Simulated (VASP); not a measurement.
Write the native input for VASP 6.6.1 that does the following.

```
Task                   : single point
Functional             : PBEsol
Potentials or basis    : VASP PAW PBE potentials, release 64 (N, Ti_sv, C)
Cutoff                 : 520 eV
k mesh                 : 12 × 12 × 1
Occupations            : gaussian, width 0.1 eV
Spin                   : no spin polarisation
Dipole correction      : yes
Further INCAR settings : ALGO = Normal; EDIFF = 1e-06; NBANDS = 50
```

The structure of Ti4CN5 lies in POSCAR:

```
Ti4CN5
1.0
    2.9726300482      0.0000000000      0.0000000000
   -1.4863150241      2.5743731378      0.0000000000
    0.0000000000      0.0000000000     28.7085690827
N Ti C
5 4 1
Direct
    0.3333333333      0.6666666667      0.2960788459
    0.0000000000      0.0000000000      0.3806230202
    0.6666666667      0.3333333333      0.4648013758
    0.3333333333      0.6666666667      0.5500371537
    0.0000000000      0.0000000000      0.6544544946
    0.6666666667      0.3333333333      0.3383509330
    0.3333333333      0.6666666667      0.4228951074
    0.0000000000      0.0000000000      0.5073118516
    0.6666666667      0.3333333333      0.5910015578
    0.3333333333      0.6666666667      0.6473222670
```

These files were run (other wordings do the same):

INCAR

```
PREC = Accurate
ENCUT = 520
EDIFF = 1E-6
ISMEAR = 0
SIGMA = 0.1
LREAL = False
LASPH = True
NELM = 60
ALGO = Normal
ISIF = 2
LWAVE = False
LCHARG = False
LDIPOL = True
IDIPOL = 3
DIPOL = 0.5 0.5 0.485
GGA = PS
NBANDS = 50
```

KPOINTS

```
regular mesh
0
Gamma
  12 12 1
```

Potentials or basis: VASP PAW PBE potentials, release 64 (N, Ti_sv, C).

Run with:

```sh
$ cat potpaw_PBE.64/N/POTCAR potpaw_PBE.64/Ti_sv/POTCAR potpaw_PBE.64/C/POTCAR > POTCAR
$ mpirun -np 1 vasp_std > vasp.out
```

Results of the run:

```
Largest force          : 5.896 eV/Å
Band gap on the k mesh : zero (an odd number of electrons rules out a gap without spin polarisation)
```

Caveat: the PAW data sets were made with another functional, which shifts forces and pressure a little.

Run time: 16 min on 1 thread of Intel Xeon 8259CL, on a shared host, peak memory 0.45 GiB.
